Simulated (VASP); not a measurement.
Here is a VASP 6.6.1 calculation.

INCAR

```
  PREC = Accurate
  ENCUT = 600
  EDIFF = 1E-6
  ISMEAR = 0
  SIGMA = 0.1
  LREAL = F
  LASPH = T
  NELM = 60
  ALGO = Normal
  ISIF = 4
  LWAVE = F
  LCHARG = F
  GGA = PE
  IVDW = 12
  IBRION = 2
  NSW = 50
  EDIFFG = -0.01
```

Contents of KPOINTS:

```
regular mesh
0
Gamma
  12 12 8
```

Contents of POSCAR:

```
TiTe2
1.0
    3.7947175987      0.0000000000      0.0000000000
   -1.8973587993      3.2863218406      0.0000000000
    0.0000000000      0.0000000000      6.6617074099
Ti Te
1 2
Direct
    0.0000000000      0.0000000000      0.0000000000
    0.6666666667      0.3333333333      0.2625612244
    0.3333333333      0.6666666667      0.7374387756
```

Potentials or basis: VASP PAW PBE potentials, release 64 (Ti_sv, Te).

Command:

```console
$ cat potpaw_PBE.64/Ti_sv/POTCAR potpaw_PBE.64/Te/POTCAR > POTCAR
$ mpirun -np 1 vasp_std > vasp.out
```

Estimate the dispersion energy per atom.

-0.475 eV.

Estimate the band gap on the k mesh.

zero (bands 12 and 13 overlap by 0.68 eV).

The path:
```tsv
step	energy change (eV)	largest force (eV/Å)	pressure (GPa)	volume (Å³)
1	0.0000	0.3029	-3.96	83.08
2	-0.0069	0.1718	-3.50	83.08
3	-0.0099	0.0213	-2.96	83.08
4	-0.0117	0.0174	-2.83	83.08
5	-0.0134	0.0113	-2.65	83.08
6	-0.0136	0.0097	-2.54	83.08
```

Caveat: spin-orbit coupling is left out, which moves the levels of the heavy elements.
